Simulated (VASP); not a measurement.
Set up this calculation in VASP 6.6.1, as the native input.

```
Task                   : relaxation of cell and atoms
Functional             : PBE
Potentials or basis    : VASP PAW PBE potentials, release 64 (Cs_sv, Be, Ag)
Cutoff                 : 600 eV
k mesh                 : 4 × 4 × 4
Occupations            : gaussian, width 0.1 eV
Spin                   : no spin polarisation
Dipole correction      : no
Further INCAR settings : ALGO = Fast; EDIFF = 1e-06; IBRION = 2; EDIFFG = -0.04; NSW = 90; ISIF = 3
```

The structure of CsBe3Ag lies in POSCAR:

```
CsBe3Ag
1.0
    4.0839783700      0.0000000000      0.0000000000
    0.0000000000      4.2645864900      0.0000000000
    0.0000000000      0.0000000000      5.7797936400
Cs Be Ag
1 3 1
Direct
    0.5000000000      0.5000000000      0.5000000000
    0.0000000000      0.5000000000      0.3082385600
    0.0000000000      0.5000000000      0.6917614400
    0.0000000000      0.0000000000      0.0000000000
    0.0000000000      0.5000000000      0.0000000000
```

The cell was generated, and may not be a known phase.

The input as run:

INCAR

```
PREC     = Accurate       # precision mode
ENCUT    = 600            # plane-wave cutoff, eV
EDIFF    = 1E-6           # SCF threshold, eV
ISMEAR   = 0              # smearing method
SIGMA    = 0.1            # smearing width, eV
LREAL    = F              # projectors in reciprocal space
LASPH    = T              # aspherical terms in the spheres
NELM     = 60             # most SCF steps
ALGO     = Fast           # electronic algorithm
ISIF     = 3              # what is computed and relaxed
LWAVE    = F              # write WAVECAR
LCHARG   = F              # write CHGCAR
GGA      = PE             # functional
IBRION   = 2              # ionic algorithm
NSW      = 90             # ionic steps
EDIFFG   = -0.04          # ionic threshold
```

KPOINTS

```
regular mesh
0
Gamma
  4 4 4
```

Potentials or basis: VASP PAW PBE potentials, release 64 (Cs_sv, Be, Ag).

The run is started by

```console
$ cat potpaw_PBE.64/Cs_sv/POTCAR potpaw_PBE.64/Be/POTCAR potpaw_PBE.64/Ag/POTCAR > POTCAR
$ mpirun -np 1 vasp_std > vasp.out
```

It gave:

```
Relaxed volume                        : 38.02 Å³/atom
Relaxed cell                          : a = 6.643 Å, b = 4.417 Å, c = 6.480 Å, α = 90.00°, β = 90.00°, γ = 90.00°
Space group after relaxing (to 0.1 Å) : Pmmm (No. 47)
Energy gained by relaxing             : 1243.9 meV/atom
Ionic steps                           : 13
Pressure after relaxing               : 0.0 GPa
Largest force after relaxing          : 0.012 eV/Å
Band gap on the k mesh                : zero (bands 13 and 14 overlap by 0.91 eV)
```

Caveat: the k points lie up to 0.36 Å⁻¹ apart in the final cell, too coarse for converged energies and pressures of a metal; the volume moved by over 15 % at a fixed basis, so the end points are rough; spin-orbit coupling is left out, which moves the levels of the heavy elements.

It took 8.9 min on 1 thread of Oxide Virtual Turin-like Processor, on a shared host, peak memory 0.25 GiB.
